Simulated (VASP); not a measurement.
# AlN (Cmc2_1) in VASP: a series of runs

AlN is run at these levels: r2SCAN; tasks: single point.

Everything below comes from runs of VASP 6.6.1. Logs are shortened: lines on timing, memory, paths and dates and some standing lists are left out, and cuts for length are marked.

### Step 1. The cell of the first run

Symmetry: Cmc2_1, No. 36, orthorhombic system. Conventional cell: a = 3.111 Å, b = 5.388 Å, c = 4.978 Å, α = 90.00°, β = 90.00°, γ = 90.00°. Al (site symmetry m) has 4 N at 1.88 to 1.93 Å within 2.5 Å. N (site symmetry m) has 4 Al at 1.88 to 1.93 Å within 2.5 Å.

### Step 2. Single point, r2SCAN (atoms displaced along a vibrational mode)

File POSCAR:

```
AlN
1.0
    3.1110021516      0.0000000000      0.0000000000
   -1.5555010758      2.6942068945      0.0000000000
    0.0000000000      0.0000000000      4.9780000000
Al N
2 2
Direct
    0.3110633287      0.6221266574      0.0000000000
    0.6889366713      0.3778733426      0.5000000000
    0.3528455816      0.7056911632      0.3850000000
    0.6471544184      0.2943088368      0.8850000000
```

File INCAR.step1:

```
ALGO     = Normal         # electronic algorithm
EDIFF    = 1E-4           # SCF threshold, eV
ENCUT    = 520            # plane-wave cutoff, eV
GGA      = PE             # functional
ISMEAR   = 0              # smearing method
LASPH    = True           # aspherical terms in the spheres
LCHARG   = False          # write CHGCAR
LREAL    = False          # projectors in reciprocal space
LWAVE    = True           # write WAVECAR
NBANDS   = 16             # bands
NELM     = 80             # most SCF steps
PREC     = Accurate       # precision mode
SIGMA    = 0.05           # smearing width, eV
```

File INCAR.step2:

```
ALGO     = Normal         # electronic algorithm
EDIFF    = 1E-6           # SCF threshold, eV
ENCUT    = 520            # plane-wave cutoff, eV
ISIF     = 2              # what is computed and relaxed
ISMEAR   = 0              # smearing method
ISTART   = 1            
LASPH    = True           # aspherical terms in the spheres
LCHARG   = False          # write CHGCAR
LMIXTAU  = True         
LREAL    = False          # projectors in reciprocal space
LWAVE    = False          # write WAVECAR
METAGGA  = R2SCAN         # meta-GGA
NBANDS   = 16             # bands
NELM     = 80             # most SCF steps
PREC     = Accurate       # precision mode
SIGMA    = 0.05           # smearing width, eV
```

File KPOINTS:

```
k-points
0
Gamma
  12 12 6
```

Potentials or basis: VASP PAW PBE potentials, release 64 (Al, N).

On the command line:

```sh
cat potpaw_PBE.64/Al/POTCAR potpaw_PBE.64/N/POTCAR > POTCAR
cp INCAR.step1 INCAR
mpirun -np 1 vasp_std > vasp.out
cp INCAR.step2 INCAR
mpirun -np 1 vasp_std > vasp.out
```

OUTCAR:

```text
EDIFF = 1E-6
   ENCUT = 520
   ISIF = 2
   ISMEAR = 0
   ISTART = 1
   LASPH = True
   LREAL = False
   METAGGA = R2SCAN
   NELM = 80
   PREC = Accurate

 ion  position               nearest neighbor table
   1  0.311  0.622  0.000-   4 1.88   4 1.88   4 1.90   3 1.93   2 3.01   2 3.01   2 3.01   2 3.01
                             2 3.22   2 3.22
   2  0.689  0.378  0.500-   3 1.88   3 1.88   3 1.90   4 1.93   1 3.01   1 3.01   1 3.01   1 3.01
                             1 3.22   1 3.22
   3  0.353  0.706  0.385-   2 1.88   2 1.88   2 1.90   1 1.93
   4  0.647  0.294  0.885-   1 1.88   1 1.88   1 1.90   2 1.93

  LATTYP: Found a hexagonal cell.
 ALAT       =     3.1110021516
 C/A-ratio  =     1.6001274694

  Lattice vectors:

 A1 = (   3.1110021516,   0.0000000000,   0.0000000000)
 A2 = (  -1.5555010758,   2.6942068945,   0.0000000000)
 A3 = (   0.0000000000,   0.0000000000,   4.9780000000)

Analysis of symmetry for initial positions (statically):
=====================================================================
 Subroutine PRICEL returns:
 Original cell was already a primitive cell.

 Routine SETGRP: Setting up the symmetry group for a
 hexagonal supercell.

 Subroutine GETGRP returns: Found  4 space group operations
 (whereof  2 operations were pure point group operations)
 out of a pool of 24 trial point group operations.

The static configuration has the point symmetry C_1h.
 The point group associated with its full space group is C_2v.

Analysis of symmetry for dynamics (positions and initial velocities):
=====================================================================
 Subroutine PRICEL returns:
 Original cell was already a primitive cell.

 Routine SETGRP: Setting up the symmetry group for a
 hexagonal supercell.

 Subroutine GETGRP returns: Found  4 space group operations
 (whereof  2 operations were pure point group operations)
 out of a pool of 24 trial point group operations.

The dynamic configuration has the point symmetry C_1h.
 The point group associated with its full space group is C_2v.

 Subroutine INISYM returns: Found  4 space group operations
 (whereof  2 operations are pure point group operations),
 and found     1 'primitive' translations

----------------------------------------------------------------------------------------

                                     Primitive cell

  volume of cell :      41.7240

  direct lattice vectors                    reciprocal lattice vectors
     3.111002152  0.000000000  0.000000000     0.321439829  0.185583372  0.000000000
    -1.555501076  2.694206895  0.000000000     0.000000000  0.371166744  0.000000000
     0.000000000  0.000000000  4.978000000     0.000000000  0.000000000  0.200883889

  length of vectors
     3.111002152  3.111002152  4.978000000     0.371166744  0.371166744  0.200883889

  position of ions in fractional coordinates (direct lattice)
     0.311063329  0.622126657  0.000000000
     0.688936671  0.377873343  0.500000000
     0.352845582  0.705691163  0.385000000
     0.647154418  0.294308837  0.885000000

  ion indices of the primitive-cell ions
   primitive index   ion index
                 1           1
                 2           2
                 3           3
                 4           4

----------------------------------------------------------------------------------------

 KPOINTS: k-points

Automatic generation of k-mesh.
 Grid dimensions read from file:
 generate k-points for:   12   12    6

 Generating k-lattice:

  Cartesian coordinates                     Fractional coordinates (reciprocal lattice)
     0.026786652  0.015465281  0.000000000     0.083333333  0.000000000  0.000000000
     0.000000000  0.030930562  0.000000000     0.000000000  0.083333333  0.000000000
     0.000000000  0.000000000  0.033480648     0.000000000  0.000000000  0.166666667

  Length of vectors
     0.030930562  0.030930562  0.033480648

  Shift w.r.t. Gamma in fractional coordinates (k-lattice)
     0.000000000  0.000000000  0.000000000

 Subroutine IBZKPT returns following result:
 ===========================================

 Found    172 irreducible k-points:

 Following reciprocal coordinates:
            Coordinates               Weight
  0.000000  0.000000  0.000000      1.000000
  0.083333  0.000000  0.000000      4.000000
  0.000000  0.083333  0.000000      2.000000
  0.166667 -0.000000  0.000000      4.000000
  0.000000  0.166667  0.000000      2.000000
  0.250000 -0.000000  0.000000      4.000000
[... 16 lines left out ...]
 -0.083333  0.416667  0.000000      4.000000
 -0.416667  0.333333  0.000000      4.000000
 [... further k-points ...]
   k-points           NKPTS =    172   k-points in BZ     NKDIM =    172   number of bands    NBANDS=     16
   number of dos      NEDOS =    301   number of ions     NIONS =      4
   total plane-waves  NPLWV =  23040
   dimension x,y,z NGX =    24 NGY =   24 NGZ =   40
   dimension x,y,z NGXF=    48 NGYF=   48 NGZF=   80
   ions per type =               2   2
   NGX,Y,Z   is equivalent  to a cutoff of  12.83, 12.83, 13.36 a.u.
   NGXF,Y,Z  is equivalent  to a cutoff of  25.65, 25.65, 26.72 a.u.
 SYSTEM =  unknown system
   PREC   = accura    normal or accurate (medium, high low for compatibility)
   ISTART =      1    job   : 0-new  1-cont  2-samecut
   ICHARG =      0    charge: 1-file 2-atom 10-const
   ISPIN  =      1    spin polarized calculation?
   LNONCOLLINEAR =      F non collinear calculations
   LSORBIT =      F    spin-orbit coupling
   LASPH  =      T    aspherical Exc in radial PAW
   ENCUT  =  520.0 eV  38.22 Ry    6.18 a.u.   5.78  5.78  9.26*2*pi/ulx,y,z
   NELM   =     80;   NELMIN=  2; NELMDL=  0     # of ELM steps
   EDIFF  = 0.1E-05   stopping-criterion for ELM
   LREAL  =      F    real-space projection
[... 7 lines left out ...]
   TEBEG  =    0.0;   TEEND  =   0.0 temperature during run
   PSTRESS=    0.0 pullay stress
   NELECT =      16.0000    total number of electrons
   NUPDOWN=      -1.0000    fix difference up-down
   EMIN   =  10.00;   EMAX   =-10.00  energy-range for DOS
   EFERMI =   0.00;   METHOD = LEGACY
   ISMEAR =     0;   SIGMA  =   0.05  broadening in eV -4-tet -1-fermi 0-gaus
   EFERMI_NEDOS =   21; number of points for ismear=-14 and -15
   IALGO  =     38    algorithm
   IMIX   =      4    mixing-type and parameters
     AMIX     =   0.40;   BMIX     =  1.00
     AMIX_MAG =   1.60;   BMIX_MAG =  1.00
  volume/ion in A,a.u.               =      10.43        70.39
  Fermi-wavevector in a.u.,A,eV,Ry     =   1.189377  2.247596 19.247033  1.414617
  Thomas-Fermi vector in A             =   2.325485
   LORBIT       =      0    0 simple, 1 ext, 2 COOP (PROOUT), +10 PAW based schemes
   METAGGA = R2SCAN    functional components
   LHFCALC =     F    Hartree Fock is set to
   AEXX    =    0.0000 exact exchange contribution
   IVDW    =     0    specifies the selected vdW correction
   LEPSILON=     F    determine dielectric tensor
   LRPA    =     F    only Hartree local field effects (RPA)
 non-spin polarized calculation
 Gauss-broadening in eV      SIGMA  =   0.05
  energy-cutoff  :      520.00
  volume of cell :       41.72
 maximum number of plane-waves:      1152
   NGX = 11   NGY = 11   NGZ = 19

 number of electron      15.9999998 magnetization

 Free energy of the ion-electron system (eV)
  ---------------------------------------------------
  ext. energy  EPLUGINS =         0.00000000
  ---------------------------------------------------
  free energy    TOTEN  =       -38.32818736 eV

  energy without entropy =      -38.32818736  energy(sigma->0) =      -38.32818736

 E-fermi :   6.3274     XC(G=0): -11.4118

 val. band max:        6.0510436778   @ k =   0.0000   0.0000   0.0000
 cond. band min:      10.7233482588   @ k =   0.0000   0.0000   0.0000
 fundamental gap:      4.6723045811
 Fermi energy:         6.3273778525

 k-point     1 :       0.0000    0.0000    0.0000
  band No.  band energies     occupation
      1     -10.0574      2.00000
      2      -7.9306      2.00000
      3      -0.1192      2.00000
      4       4.9435      2.00000
      5       5.0609      2.00000
      6       5.4743      2.00000
[... 8 lines left out ...]
     15      19.7544      0.00000
     16      20.4889      0.00000

 k-point     2 :       0.0833    0.0000    0.0000
  band No.  band energies     occupation
      1      -9.9687      2.00000
      2      -7.8795      2.00000
      3      -0.0124      2.00000
      4       4.5858      2.00000
      5       4.8747      2.00000
      6       5.1506      2.00000
[... 8 lines left out ...]
     15      19.8800      0.00000
     16      20.0918      0.00000

 k-point     3 :       0.0000    0.0833    0.0000
  band No.  band energies     occupation
      1      -9.9676      2.00000
      2      -7.8823      2.00000
      3      -0.0102      2.00000
      4       4.5615      2.00000
      5       4.9122      2.00000
      6       5.3737      2.00000
[... 8 lines left out ...]
     15      19.5889      0.00000
     16      20.4891      0.00000

 k-point     4 :       0.1667   -0.0000    0.0000
  band No.  band energies     occupation
      1      -9.7112      2.00000
      2      -7.7396      2.00000
      3       0.3014      2.00000
      4       3.5361      2.00000
      5       4.3495      2.00000
      6       4.6154      2.00000
[... 8 lines left out ...]
     15      19.1731      0.00000
     16      20.0521      0.00000

 k-point     5 :       0.0000    0.1667    0.0000
  band No.  band energies     occupation
      1      -9.7060      2.00000
      2      -7.7520      2.00000
      3       0.3115      2.00000
      4       3.6281      2.00000
      5       4.4160      2.00000
      6       4.6008      2.00000
[... 8 lines left out ...]
     15      19.4097      0.00000
     16      19.4453      0.00000

 k-point     6 :       0.2500   -0.0000    0.0000
  band No.  band energies     occupation
      1      -9.3135      2.00000
      2      -7.5525      2.00000
      3       0.8002      2.00000
      4       2.3177      2.00000
      5       3.4228      2.00000
      6       4.3047      2.00000
[... 8 lines left out ...]
     15      19.7639      0.00000
     16      20.0683      0.00000
[... 267 lines left out ...]
 k-point    21 :      -0.3333    0.2500    0.0000
  band No.  band energies     occupation
      1      -9.0285      2.00000
      2      -7.4352      2.00000
      3       1.1682      2.00000
      4       1.7811      2.00000
      5       2.7534      2.00000
      6       4.1227      2.00000
[... 8 lines left out ...]
     15      20.2874      0.00000
     16      21.0611      0.00000

 k-point    22 :       0.3333    0.0833    0.0000
  band No.  band energies     occupation
      1      -8.5404      2.00000
      2      -7.3427      2.00000
      3       0.8771      2.00000
      4       1.8600      2.00000
      5       2.2528      2.00000
      6       3.6898      2.00000
[... 8 lines left out ...]
     15      19.5386      0.00000
     16      21.5792      0.00000

 k-point    23 :      -0.0833    0.4167    0.0000
  band No.  band energies     occupation
      1      -8.4863      2.00000
      2      -7.4328      2.00000
      3       1.2338      2.00000
      4       1.8368      2.00000
      5       2.1202      2.00000
      6       3.6593      2.00000
[... 8 lines left out ...]
     15      18.8134      0.00000
     16      21.9441      0.00000

 k-point    24 :      -0.4167    0.3333    0.0000
  band No.  band energies     occupation
      1      -8.5523      2.00000
      2      -7.3222      2.00000
      3       0.8658      2.00000
      4       1.8338      2.00000
      5       2.1814      2.00000
      6       3.7555      2.00000
[... 8 lines left out ...]
     15      20.0467      0.00000
     16      21.9548      0.00000

 [... further k-points ...]

------------------------ aborting loop because EDIFF is reached ----------------------------------------

  FORCE on cell =-STRESS in cart. coord.  units (eV):
  Direction    XX          YY          ZZ          XY          YZ          ZX
  --------------------------------------------------------------------------------------
  -------------------------------------------------------------------------------------
  Total       -0.2046004     -0.3638389     -0.4581704      0.0000000      0.0000000      0.0000000
  in kB       -7.8565312    -13.9711960    -17.5934698      0.0000000      0.0000000      0.0000000
  external PRESSURE =     -13.1403990 kB  Pullay stress =       0.0000000 kB

 VOLUME and BASIS-vectors are now :
 -----------------------------------------------------------------------------
  energy-cutoff  :      520.00
  volume of cell :       41.72
      direct lattice vectors                 reciprocal lattice vectors
     3.111002152  0.000000000  0.000000000     0.321439829  0.185583372  0.000000000
    -1.555501076  2.694206895  0.000000000     0.000000000  0.371166744  0.000000000
     0.000000000  0.000000000  4.978000000     0.000000000  0.000000000  0.200883889

 POSITION                                       TOTAL-FORCE (eV/Angst)
 -----------------------------------------------------------------------------------
      0.00000      1.67614      0.00000         0.000000      0.690755      0.275109
      1.55550      1.01807      2.48900         0.000000     -0.690755      0.275109
      0.00000      1.90128      1.91653        -0.000000     -0.379272     -0.275109
      1.55550      0.79293      4.40553         0.000000      0.379272     -0.275109
 -----------------------------------------------------------------------------------
    total drift:                                0.000000      0.000000      0.000192

  FREE ENERGIE OF THE ION-ELECTRON SYSTEM (eV)
  ---------------------------------------------------
  free  energy   TOTEN  =       -38.3281873618 eV

  energy  without entropy=      -38.3281873618  energy(sigma->0) =      -38.32818736
```

It took 7.1 min on 1 thread of Intel Xeon 8259CL, shared host; peak memory 0.23 GiB.

What came out:

| Quantity | Value |
| --- | --- |
| Free energy | -38.3282 eV |
| Pressure | -1.3 GPa |
| Largest force | 0.744 eV/Å |
| Band gap on the k mesh | 4.67 eV |

Forces in eV/Å, atoms in the order of the input:
```
Al   0.000  0.691  0.275
Al   0.000 -0.691  0.275
N    0.000 -0.379 -0.275
N    0.000  0.379 -0.275
```

Stress tensor (GPa, compression positive):
```
-0.79  0.00  0.00
 0.00 -1.40  0.00
 0.00  0.00 -1.76
```

Levels at points of the mesh, in eV from the valence-band top:
| k point | band 5 | band 6 | band 7 | band 8 | band 9 | band 10 | band 11 | band 12 |
| --- | --- | --- | --- | --- | --- | --- | --- | --- |
| (0.00, 0.00, 0.00) | -0.99 | -0.58 | -0.24 | 0.00 | 4.67 | 7.34 | 11.25 | 11.53 |
| (0.50, 0.00, 0.00) | -3.61 | -2.27 | -1.58 | -0.88 | 5.94 | 6.53 | 8.60 | 10.81 |
| (0.00, 0.50, 0.00) | -3.18 | -2.33 | -2.27 | -0.94 | 6.18 | 7.05 | 9.09 | 10.82 |
| (0.00, 0.00, 0.50) | -0.78 | -0.78 | -0.68 | -0.68 | 7.02 | 7.02 | 11.10 | 11.10 |
| (0.50, 0.00, 0.50) | -1.80 | -1.80 | -1.40 | -1.40 | 5.89 | 5.89 | 9.78 | 9.78 |
| (0.00, 0.50, 0.50) | -1.71 | -1.71 | -1.29 | -1.29 | 5.66 | 5.66 | 9.91 | 9.91 |

Caveat: the cell differs from its parent crystal (atoms displaced along a vibrational mode); the PAW data sets were made with another functional, which shifts forces and pressure a little.

### Step 3. Single point, r2SCAN (atoms displaced along a vibrational mode)

File POSCAR:

```
AlN
1.0
    3.1110021516      0.0000000000      0.0000000000
   -1.5555010758      2.6942068945      0.0000000000
    0.0000000000      0.0000000000      4.9780000000
Al N
2 2
Direct
    0.3500358368      0.7000716736      0.0000000000
    0.6499641632      0.2999283264      0.5000000000
    0.3186991471      0.6373982942      0.3850000000
    0.6813008529      0.3626017058      0.8850000000
```

File INCAR.step1:

```
  PREC = Accurate
  ENCUT = 520
  ISMEAR = 0
  SIGMA = 0.05
  LREAL = False
  LASPH = True
  NELM = 60
  NBANDS = 16
  GGA = PE
  ALGO = Normal
  EDIFF = 1E-4
  LWAVE = True
  LCHARG = False
```

File INCAR.step2:

```
  PREC = Accurate
  ENCUT = 520
  EDIFF = 1E-6
  ISMEAR = 0
  SIGMA = 0.05
  LREAL = False
  LASPH = True
  NELM = 60
  ALGO = Normal
  ISIF = 2
  LWAVE = False
  LCHARG = True
  METAGGA = R2SCAN
  LMIXTAU = True
  LELF = True
  LVHAR = True
  NBANDS = 16
  ISTART = 1
```

File KPOINTS:

```
Automatic mesh
0
Gamma
  12 12 6
```

Potentials or basis: VASP PAW PBE potentials, release 64 (Al, N).

On the command line:

```sh
cat potpaw_PBE.64/Al/POTCAR potpaw_PBE.64/N/POTCAR > POTCAR
cp INCAR.step1 INCAR
mpirun -np 1 vasp_std > vasp.out
cp INCAR.step2 INCAR
mpirun -np 1 vasp_std > vasp.out
```

It took 6.8 min on 1 thread of Intel Xeon 8259CL, shared host; peak memory 0.23 GiB.

The run converged. Its results:

- Free energy: -38.3793 eV
- Pressure: -1.2 GPa
- Largest force: 0.657 eV/Å
- Band gap on the k mesh: 4.74 eV

Forces in eV/Å, atoms in the order of the input:
```
Al   0.000 -0.611  0.242
Al   0.000  0.611  0.242
N    0.000  0.243 -0.242
N    0.000 -0.243 -0.242
```

Stress tensor (GPa, compression positive):
```
-0.13  0.00  0.00
 0.00 -1.58  0.00
 0.00  0.00 -1.79
```

Levels at points of the mesh, in eV from the valence-band top:
```tsv
k point	band 6	band 7	band 8	band 9	band 10	band 11
(0.00, 0.00, 0.00)	-0.51	-0.22	0.00	4.74	7.38	11.41
(0.50, 0.00, 0.00)	-2.28	-1.96	-0.89	6.37	6.64	8.89
(0.00, 0.50, 0.00)	-2.24	-1.47	-0.78	5.77	6.60	8.77
(0.00, 0.00, 0.50)	-0.74	-0.66	-0.66	7.09	7.09	11.14
(0.50, 0.00, 0.50)	-1.71	-1.31	-1.31	5.79	5.79	9.99
(0.00, 0.50, 0.50)	-1.59	-1.59	-1.59	6.02	6.02	9.83
```

Caveat: the cell differs from its parent crystal (atoms displaced along a vibrational mode); the PAW data sets were made with another functional, which shifts forces and pressure a little. A k mesh can miss the band edges.
